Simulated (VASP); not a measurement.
# HfGeTe (P4/nmm) in VASP: a series of runs

HfGeTe is run at these levels: LDA; tasks: single point.

Program: VASP 6.6.1. These are calculated values, not measurements. Logs are shortened: lines on timing, memory, paths and dates and some standing lists are left out, and cuts for length are marked.

## (1) The cell of the first run

Symmetry: P4/nmm, No. 129, tetragonal system. Conventional cell: a = 3.870 Å, b = 3.870 Å, c = 8.500 Å, α = 90.00°, β = 90.00°, γ = 90.00°. Within 3.7 Å of Hf (site symmetry 4mm) lie 4 Ge at 2.82 Å and 5 Te at 2.98 to 3.22 Å. Ge (site symmetry -4m2) has 4 Ge at 2.74 Å and 4 Hf at 2.82 Å within 3.6 Å. Te (site symmetry 4mm) has 5 Hf at 2.98 to 3.22 Å and 8 Te at 3.41 to 3.87 Å and 4 Ge at 3.77 Å within 3.9 Å.

## (2) Single point, LDA

Contents of INCAR:

```
SYSTEM = HfGeTe
ALGO = Normal ; EDIFF = 1E-7
ENCUT = 520 ; ISIF = 2
ISMEAR = -1 ; LASPH = .TRUE.
LCHARG = .FALSE. ; LREAL = .FALSE.
LWAVE = .FALSE. ; NBANDS = 39
NELM = 100 ; PREC = Accurate
SIGMA = 0.05
```

Contents of KPOINTS:

```
k-points
0
G
  6 6 3
  0 0 0
```

Contents of POSCAR:

```
HfGeTe
1.0
    3.8700000000      0.0000000000      0.0000000000
    0.0000000000      3.8700000000      0.0000000000
    0.0000000000      0.0000000000      8.5000000000
Hf Ge Te
2 2 2
Direct
    0.0000000000      0.5000000000      0.2410000000
    0.5000000000      0.0000000000      0.7590000000
    0.0000000000      0.0000000000      0.0000000000
    0.5000000000      0.5000000000      0.0000000000
    0.0000000000      0.5000000000      0.6200000000
    0.5000000000      0.0000000000      0.3800000000
```

Potentials or basis: VASP PAW LDA potentials, release 64 (Hf_pv, Ge_d, Te).

On the command line:

```bash
cat potpaw_LDA.64/Hf_pv/POTCAR potpaw_LDA.64/Ge_d/POTCAR potpaw_LDA.64/Te/POTCAR > POTCAR
mpirun -np 1 vasp_std > vasp.out
```

OUTCAR:

```text
SYSTEM = HfGeTe
   EDIFF = 1E-7
   ENCUT = 520
   ISIF = 2
   ISMEAR = -1
   LASPH = .TRUE.
   LREAL = .FALSE.
   NELM = 100
   PREC = Accurate

 ion  position               nearest neighbor table
   1  0.000  0.500  0.241-   3 2.82   4 2.82   3 2.82   4 2.82   6 2.98   6 2.98   6 2.98   6 2.98
                             5 3.22
   2  0.500  0.000  0.759-   3 2.82   4 2.82   4 2.82   3 2.82   5 2.98   5 2.98   5 2.98   5 2.98
                             6 3.22
   3  0.000  0.000  0.000-   4 2.74   4 2.74   4 2.74   4 2.74   2 2.82   2 2.82   1 2.82   1 2.82

   4  0.500  0.500  0.000-   3 2.74   3 2.74   3 2.74   3 2.74   2 2.82   1 2.82   1 2.82   2 2.82

   5  0.000  0.500  0.620-   2 2.98   2 2.98   2 2.98   2 2.98   1 3.22   6 3.41   6 3.41   6 3.41
                             6 3.41
   6  0.500  0.000  0.380-   1 2.98   1 2.98   1 2.98   1 2.98   2 3.22   5 3.41   5 3.41   5 3.41
                             5 3.41

  LATTYP: Found a simple tetragonal cell.
 ALAT       =     3.8700000000
 C/A-ratio  =     2.1963824289

  Lattice vectors:

 A1 = (   3.8700000000,   0.0000000000,   0.0000000000)
 A2 = (   0.0000000000,   3.8700000000,   0.0000000000)
 A3 = (   0.0000000000,   0.0000000000,   8.5000000000)

Analysis of symmetry for initial positions (statically):
=====================================================================
 Subroutine PRICEL returns:
 Original cell was already a primitive cell.

 Routine SETGRP: Setting up the symmetry group for a
 simple tetragonal supercell.

 Subroutine GETGRP returns: Found 16 space group operations
 (whereof  8 operations were pure point group operations)
 out of a pool of 16 trial point group operations.

The static configuration has the point symmetry D_2d.
 The point group associated with its full space group is D_4h.

Analysis of symmetry for dynamics (positions and initial velocities):
=====================================================================
 Subroutine PRICEL returns:
 Original cell was already a primitive cell.

 Routine SETGRP: Setting up the symmetry group for a
 simple tetragonal supercell.

 Subroutine GETGRP returns: Found 16 space group operations
 (whereof  8 operations were pure point group operations)
 out of a pool of 16 trial point group operations.

The dynamic configuration has the point symmetry D_2d.
 The point group associated with its full space group is D_4h.

 Subroutine INISYM returns: Found 16 space group operations
 (whereof  8 operations are pure point group operations),
[... 100 lines left out ...]
   LREAL  =      F    real-space projection
   EDIFFG = 0.1E-05   stopping-criterion for IOM
   NSW    =      0    number of steps for IOM
   IBRION =     -1    ionic relax: 0-MD 1-quasi-New 2-CG
   NFREE  =      0    steps in history (QN), initial steepest desc. (CG)
   ISIF   =      2    stress and relaxation
   ISYM   =      2    0-nonsym 1-usesym 2-fastsym
   POTIM  = 0.5000    time-step for ionic-motion
   TEBEG  =    0.0;   TEEND  =   0.0 temperature during run
   PSTRESS=    0.0 pullay stress
   NELECT =      60.0000    total number of electrons
   NUPDOWN=      -1.0000    fix difference up-down
   EMIN   =  10.00;   EMAX   =-10.00  energy-range for DOS
   EFERMI =   0.00;   METHOD = LEGACY
   ISMEAR =    -1;   SIGMA  =   0.05  broadening in eV -4-tet -1-fermi 0-gaus
   EFERMI_NEDOS =   21; number of points for ismear=-14 and -15
   IALGO  =     38    algorithm
   IMIX   =      4    mixing-type and parameters
     AMIX     =   0.40;   BMIX     =  1.00
     AMIX_MAG =   1.60;   BMIX_MAG =  1.00
  volume/ion in A,a.u.               =      21.22       143.18
  Fermi-wavevector in a.u.,A,eV,Ry     =   1.274026  2.407560 22.084191  1.623142
  Thomas-Fermi vector in A             =   2.406817
   LORBIT       =      0    0 simple, 1 ext, 2 COOP (PROOUT), +10 PAW based schemes
   GGA     = CA    functional components
   LHFCALC =     F    Hartree Fock is set to
   AEXX    =    0.0000 exact exchange contribution
   IVDW    =     0    specifies the selected vdW correction
   LEPSILON=     F    determine dielectric tensor
   LRPA    =     F    only Hartree local field effects (RPA)
 non-spin polarized calculation
  energy-cutoff  :      520.00
  volume of cell :      127.30
 maximum number of plane-waves:      3464
 NGX is ok and might be reduce to    30
   NGX = 15   NGY = 15   NGZ = 31

 number of electron      60.0000021 magnetization

 Free energy of the ion-electron system (eV)
  ---------------------------------------------------
  ext. energy  EPLUGINS =         0.00000000
  ---------------------------------------------------
  free energy    TOTEN  =       -43.89936255 eV

  energy without entropy =      -43.88940471  energy(sigma->0) =      -43.89438363

 E-fermi :   7.6194     XC(G=0): -11.3656

 val. band max:        7.5796672522   @ k =   0.1667   0.1667   0.3333
 cond. band min:       7.6624963244   @ k =   0.1667   0.1667   0.3333
 fundamental gap:      0.0828290722
 Fermi energy:         7.6193650002

 k-point     1 :       0.0000    0.0000    0.0000
  band No.  band energies     occupation
      1     -23.5437      2.00000
      2     -23.5437      2.00000
      3     -23.5435      2.00000
      4     -23.5435      2.00000
      5     -23.5240      2.00000
      6     -23.5118      2.00000
[... 829 lines left out ...]
     38      11.6684      0.00000
     39      12.1668      0.00000

------------------------ aborting loop because EDIFF is reached ----------------------------------------

  FORCE on cell =-STRESS in cart. coord.  units (eV):
  Direction    XX          YY          ZZ          XY          YZ          ZX
  --------------------------------------------------------------------------------------
  -------------------------------------------------------------------------------------
  Total       -3.8182795     -3.8182795     -3.1982412      0.0000000      0.0000000      0.0000000
  in kB      -48.0548738    -48.0548738    -40.2513947      0.0000000      0.0000000      0.0000000
  external PRESSURE =     -45.4537141 kB  Pullay stress =       0.0000000 kB

 VOLUME and BASIS-vectors are now :
 -----------------------------------------------------------------------------
  energy-cutoff  :      520.00
  volume of cell :      127.30
      direct lattice vectors                 reciprocal lattice vectors
     3.870000000  0.000000000  0.000000000     0.258397933  0.000000000  0.000000000
     0.000000000  3.870000000  0.000000000     0.000000000  0.258397933  0.000000000
     0.000000000  0.000000000  8.500000000     0.000000000  0.000000000  0.117647059

 POSITION                                       TOTAL-FORCE (eV/Angst)
 -----------------------------------------------------------------------------------
      0.00000      1.93500      2.04850         0.000000     -0.000000      0.562302
      1.93500      0.00000      6.45150         0.000000      0.000000     -0.562302
      0.00000      0.00000      0.00000         0.000000      0.000000     -0.000000
      1.93500      1.93500      0.00000         0.000000     -0.000000     -0.000000
      0.00000      1.93500      5.27000         0.000000     -0.000000      0.273624
      1.93500      0.00000      3.23000         0.000000      0.000000     -0.273624
 -----------------------------------------------------------------------------------
    total drift:                                0.000000      0.000000      0.000000

  FREE ENERGIE OF THE ION-ELECTRON SYSTEM (eV)
  ---------------------------------------------------
  free  energy   TOTEN  =       -43.8993625451 eV

  energy  without entropy=      -43.8894047098  energy(sigma->0) =      -43.89438363
```

OSZICAR:

```text
N       E                     dE             d eps       ncg     rms          rms(c)
DAV:   1     0.548115978422E+03    0.54812E+03   -0.28662E+04  1907   0.285E+03
DAV:   2     0.440190658158E+02   -0.50410E+03   -0.48422E+03  1592   0.795E+02
DAV:   3    -0.408711526943E+02   -0.84890E+02   -0.82326E+02  1796   0.169E+02
DAV:   4    -0.457693647974E+02   -0.48982E+01   -0.48581E+01  2008   0.447E+01
DAV:   5    -0.459097561648E+02   -0.14039E+00   -0.14029E+00  2039   0.822E+00    0.567E+01
DAV:   6    -0.440170285358E+02    0.18927E+01   -0.49398E+00  2202   0.935E+00    0.353E+01
DAV:   7    -0.439498159564E+02    0.67213E-01   -0.14771E+00  1984   0.660E+00    0.514E+00
DAV:   8    -0.439038067966E+02    0.46009E-01   -0.40181E-01  2024   0.262E+00    0.145E+00
DAV:   9    -0.439019887473E+02    0.18180E-02   -0.61140E-02  2066   0.172E+00    0.482E-01
DAV:  10    -0.438993521594E+02    0.26366E-02   -0.11604E-02  2149   0.498E-01    0.182E-01
DAV:  11    -0.438993748671E+02   -0.22708E-04   -0.97939E-04  2004   0.164E-01    0.138E-01
DAV:  12    -0.438993684194E+02    0.64477E-05   -0.18843E-04  2059   0.586E-02    0.647E-02
DAV:  13    -0.438993632580E+02    0.51614E-05   -0.17511E-05  1963   0.195E-02    0.586E-03
DAV:  14    -0.438993625577E+02    0.70029E-06   -0.58398E-06  1820   0.967E-03    0.898E-03
DAV:  15    -0.438993625451E+02    0.12623E-07   -0.38986E-07  1573   0.384E-03
   1 F= -.43899363E+02 E0= -.43894384E+02  d E =-.995784E-02
```

Wall time 1.9 min (1 thread of Oxide Virtual Turin-like, shared host); peak memory 0.21 GiB.

Results:

| Item | Value |
| --- | --- |
| Free energy | -43.8994 eV |
| Pressure | -4.5 GPa |
| Largest force | 0.562 eV/Å |
| Band gap on the k mesh | 0.08 eV, direct |

Forces in eV/Å, atoms in the order of the input:
```
Hf   0.000  0.000  0.562
Hf   0.000  0.000 -0.562
Ge   0.000  0.000  0.000
Ge   0.000  0.000  0.000
Te   0.000  0.000  0.274
Te   0.000  0.000 -0.274
```

Caveat: spin-orbit coupling is left out, which moves the levels of the heavy elements. A k mesh can miss the band edges.

## (3) Single point, LDA

This run uses another cell than the first one, of 22.07 Å³/atom, 1.040 times its volume.

Contents of INCAR:

```
SYSTEM = HfGeTe
PREC     = Accurate       ! precision mode
ENCUT    = 520            ! plane-wave cutoff, eV
EDIFF    = 1E-7           ! SCF threshold, eV
ISMEAR   = -1             ! smearing method
SIGMA    = 0.05           ! smearing width, eV
LREAL    = .FALSE.        ! projectors in reciprocal space
LASPH    = .TRUE.         ! aspherical terms in the spheres
NELM     = 60             ! most SCF steps
ALGO     = Normal         ! electronic algorithm
ISIF     = 2              ! what is computed and relaxed
LWAVE    = .FALSE.        ! write WAVECAR
LCHARG   = .FALSE.        ! write CHGCAR
GGA      = CA             ! functional
NBANDS   = 39             ! bands
```

Contents of KPOINTS:

```
Automatic mesh
0
G
  6 6 3
  0 0 0
```

Changes to POSCAR since step 2:

```diff
@@ -2,5 +2,5 @@
 1.0
-    3.8700000000      0.0000000000      0.0000000000
-    0.0000000000      3.8700000000      0.0000000000
-    0.0000000000      0.0000000000      8.5000000000
+    3.9209268928      0.0000000000      0.0000000000
+    0.0000000000      3.9209268928      0.0000000000
+    0.0000000000      0.0000000000      8.6118549325
 Hf Ge Te
```

Potentials or basis: VASP PAW LDA potentials, release 64 (Hf_pv, Ge_d, Te).

On the command line:

```bash
cat potpaw_LDA.64/Hf_pv/POTCAR potpaw_LDA.64/Ge_d/POTCAR potpaw_LDA.64/Te/POTCAR > POTCAR
mpirun -np 1 vasp_std > vasp.out
```

Run time: 2.3 min. Hardware: 1 thread of Oxide Virtual Turin-like, shared host; peak memory 0.22 GiB.

The run converged. Its results:

```
Free energy            : -43.7008 eV
Pressure               : -7.9 GPa
Largest force          : 0.403 eV/Å
Band gap on the k mesh : 0.13 eV, direct
```

Forces in eV/Å, atoms in the order of the input:
```
Hf   0.000  0.000  0.403
Hf   0.000  0.000 -0.403
Ge   0.000  0.000  0.000
Ge   0.000  0.000  0.000
Te   0.000  0.000  0.345
Te   0.000  0.000 -0.345
```

Stress tensor (GPa, compression positive):
```
-8.07  0.00  0.00
 0.00 -8.07  0.00
 0.00  0.00 -7.50
```

Levels at points of the mesh, in eV from the valence-band top:
```tsv
k point	band 27	band 28	band 29	band 30	band 31	band 32	band 33	band 34
(0.00, 0.00, 0.00)	-1.86	-0.89	-0.89	-0.31	0.17	0.22	1.44	1.56
(0.50, 0.00, 0.00)	-1.57	-1.57	-0.58	-0.58	0.38	0.38	1.98	1.98
(0.50, 0.50, 0.00)	-3.19	-3.19	-1.81	-1.81	2.17	2.17	2.73	2.73
```

Caveat: spin-orbit coupling is left out, which moves the levels of the heavy elements. A k mesh can miss the band edges.

## (4) Single point, LDA

This run uses another cell than the first one, of 22.91 Å³/atom, 1.080 times its volume.

Contents of INCAR:

```
SYSTEM = HfGeTe
  PREC = Accurate
  ENCUT = 520
  EDIFF = 1E-6
  ISMEAR = -1
  SIGMA = 0.05
  LREAL = .FALSE.
  LASPH = .TRUE.
  NELM = 100
  ALGO = Normal
  ISIF = 2
  LWAVE = .FALSE.
  LCHARG = .FALSE.
  GGA = CA
  NBANDS = 39
```

Contents of KPOINTS:

```
regular mesh
0
G
  6 6 3
  0 0 0
```

Changes to POSCAR since step 3:

```diff
@@ -2,5 +2,5 @@
 1.0
-    3.9209268928      0.0000000000      0.0000000000
-    0.0000000000      3.9209268928      0.0000000000
-    0.0000000000      0.0000000000      8.6118549325
+    3.9705641482      0.0000000000      0.0000000000
+    0.0000000000      3.9705641482      0.0000000000
+    0.0000000000      0.0000000000      8.7208773281
 Hf Ge Te
```

On the command line:

```bash
cat potpaw_LDA.64/Hf_pv/POTCAR potpaw_LDA.64/Ge_d/POTCAR potpaw_LDA.64/Te/POTCAR > POTCAR
mpirun -np 1 vasp_std > vasp.out
```

Wall time 2.2 min (1 thread of Oxide Virtual Turin-like, shared host); peak memory 0.23 GiB.

It converged, with:

| Item | Value |
| --- | --- |
| Free energy | -43.4073 eV |
| Pressure | -10.5 GPa |
| Largest force | 0.405 eV/Å |
| Band gap on the k mesh | 0.17 eV, direct |

Forces in eV/Å, atoms in the order of the input:
```
Hf   0.000  0.000  0.263
Hf   0.000  0.000 -0.263
Ge   0.000  0.000  0.000
Ge   0.000  0.000  0.000
Te   0.000  0.000  0.405
Te   0.000  0.000 -0.405
```

Stress tensor (GPa, compression positive):
```
-10.67   0.00   0.00
  0.00 -10.67   0.00
  0.00   0.00 -10.25
```

Levels at points of the mesh, in eV from the valence-band top:
| k point | band 27 | band 28 | band 29 | band 30 | band 31 | band 32 | band 33 | band 34 |
| --- | --- | --- | --- | --- | --- | --- | --- | --- |
| (0.00, 0.00, 0.00) | -1.73 | -0.88 | -0.88 | -0.29 | 0.17 | 0.23 | 1.41 | 1.52 |
| (0.50, 0.00, 0.00) | -1.50 | -1.50 | -0.52 | -0.52 | 0.35 | 0.35 | 1.91 | 1.91 |
| (0.50, 0.50, 0.00) | -3.09 | -3.09 | -1.71 | -1.71 | 2.04 | 2.04 | 2.62 | 2.62 |

Caveat: spin-orbit coupling is left out, which moves the levels of the heavy elements. A k mesh can miss the band edges.

## (5) Single point, LDA

This run uses another cell than the first one, of 23.76 Å³/atom, 1.120 times its volume.

Contents of INCAR:

```
ALGO = Normal ; EDIFF = 1E-6
ENCUT = 520 ; ISIF = 2
ISMEAR = -1 ; LASPH = True
LCHARG = True ; LELF = True
LREAL = False ; LVHAR = True
LWAVE = False ; NBANDS = 39
NELM = 60 ; PREC = Accurate
SIGMA = 0.05
```

Contents of KPOINTS:

```
k-points
0
Gamma
  6 6 3
```

Changes to POSCAR since step 4:

```diff
@@ -2,5 +2,5 @@
 1.0
-    3.9705641482      0.0000000000      0.0000000000
-    0.0000000000      3.9705641482      0.0000000000
-    0.0000000000      0.0000000000      8.7208773281
+    4.0189904348      0.0000000000      0.0000000000
+    0.0000000000      4.0189904348      0.0000000000
+    0.0000000000      0.0000000000      8.8272399731
 Hf Ge Te
```

On the command line:

```bash
cat potpaw_LDA.64/Hf_pv/POTCAR potpaw_LDA.64/Ge_d/POTCAR potpaw_LDA.64/Te/POTCAR > POTCAR
mpirun -np 1 vasp_std > vasp.out
```

It took 2.7 min on 1 thread of Oxide Virtual Turin-like, shared host; peak memory 0.23 GiB.

It converged, with:

- Free energy: -43.0384 eV
- Pressure: -12.6 GPa
- Largest force: 0.459 eV/Å
- Band gap on the k mesh: 0.17 eV, indirect (least direct gap 0.20 eV)

Forces in eV/Å, atoms in the order of the input:
```
Hf   0.000  0.000  0.141
Hf   0.000  0.000 -0.141
Ge   0.000  0.000  0.000
Ge   0.000  0.000  0.000
Te   0.000  0.000  0.459
Te   0.000  0.000 -0.459
```

Stress tensor (GPa, compression positive):
```
-12.75   0.00   0.00
  0.00 -12.75   0.00
  0.00   0.00 -12.42
```

Levels at points of the mesh, in eV from the valence-band top:
| k point | band 28 | band 29 | band 30 | band 31 | band 32 | band 33 |
| --- | --- | --- | --- | --- | --- | --- |
| (0.00, 0.00, 0.00) | -0.87 | -0.87 | -0.27 | 0.17 | 0.24 | 1.38 |
| (0.50, 0.00, 0.00) | -1.43 | -0.46 | -0.46 | 0.31 | 0.31 | 1.84 |
| (0.50, 0.50, 0.00) | -2.99 | -1.62 | -1.62 | 1.93 | 1.93 | 2.51 |

Caveat: spin-orbit coupling is left out, which moves the levels of the heavy elements. A k mesh can miss the band edges.

## (6) Summary

```tsv
cell	gap on the mesh (eV)	pressure (GPa)	largest force (eV/Å)
a = 3.870, b = 3.870, c = 8.500 Å, 6 atoms	0.08	-4.5	0.56
a = 3.921, b = 3.921, c = 8.612 Å, 6 atoms	0.13	-7.9	0.40
a = 3.971, b = 3.971, c = 8.721 Å, 6 atoms	0.17	-10.5	0.41
a = 4.019, b = 4.019, c = 8.827 Å, 6 atoms	0.17	-12.6	0.46
```

Alike in all rows: task single point; level LDA; potentials or basis VASP PAW LDA potentials, release 64 (Hf_pv, Ge_d, Te); no spin polarisation; k mesh 6 × 6 × 3; cutoff (eV) 520; smearing fermi-dirac 0.05 eV.

Caveats: spin-orbit coupling is left out, which moves the levels of the heavy elements.

Absolute energies hang on the potentials; compare differences alone.
